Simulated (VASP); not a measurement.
Crystal: SiPdRu5.

```
Si Ru Pd
1.0
     0.00000    3.75175    3.75175
     3.75175    0.00000    3.75175
     3.75175    3.75175    0.00000
Si Ru Pd
1 5 1
Direct
  0.00000 0.00000 0.00000
  0.64570 0.64570 0.64570
  0.64570 0.64570 0.06289
  0.64570 0.06289 0.64570
  0.06289 0.64570 0.64570
  0.50000 0.50000 0.50000
  0.25000 0.25000 0.25000
```

```yaml
Program: VASP 6.6.1
Task: relaxation of cell and atoms
Functional: PBE
Potentials_or_basis: VASP PAW PBE potentials, release 64 (Si, Ru_pv, Pd)
Cutoff: 600 eV
k_mesh: 4 × 4 × 4
Occupations: gaussian, width 0.2 eV
Spin: no spin polarisation
```

At the start: pressure 105.3 GPa; volume 15.09 Å³/atom.

Q: How do energy, volume and symmetry change on relaxing?

A: Over 17 steps the energy falls by 1822.1 meV/atom and the volume is 22.61 Å³/atom (+49.9 %); space group F-43m (No. 216, to 0.05 Å).

Step by step:
```csv
step,energy change (eV),largest force (eV/Å),pressure (GPa),volume (Å³)
1,0.0000,7.2369,105.26,105.62
2,0.4186,1.1735,-6.34,341.14
3,-2.1519,2.7989,-7.34,290.66
4,-4.8510,4.5722,-7.83,249.46
5,-10.2982,9.7066,4.91,167.37
6,-10.3547,10.6406,18.44,147.01
7,-10.4598,10.2346,9.43,159.08
8,-5.2165,1.5611,-12.55,236.64
9,-8.7208,2.3964,-14.16,207.14
10,-11.1359,1.8740,-12.63,188.16
11,-12.3450,0.6961,-7.23,173.22
12,-12.3878,1.9548,-4.69,169.35
13,-12.3927,1.6243,-5.36,170.27
14,-12.7117,0.0487,3.21,153.93
15,-12.7445,0.5044,0.84,157.43
16,-12.7424,0.5374,-0.79,159.25
17,-12.7545,0.0069,0.03,158.29
```

Final structure:
```
Si Ru Pd
1.0
     0.00000    4.29342    4.29342
     4.29342    0.00000    4.29342
     4.29342    4.29342    0.00000
Si Ru Pd
1 5 1
Cartesian
  0.0000 0.0000 0.0000
  5.5853 5.5853 5.5853
  3.0015 3.0015 5.5853
  3.0015 5.5853 3.0015
  5.5853 3.0015 3.0015
  4.2934 4.2934 4.2934
  2.1467 2.1467 2.1467
```

Caveat: the k points lie up to 0.32 Å⁻¹ apart in the final cell; the volume moved by over 15 % at a fixed basis, so the end points are rough; the relaxation stopped at a loose force limit of 0.08 eV/Å, so its end isn't a converged minimum.
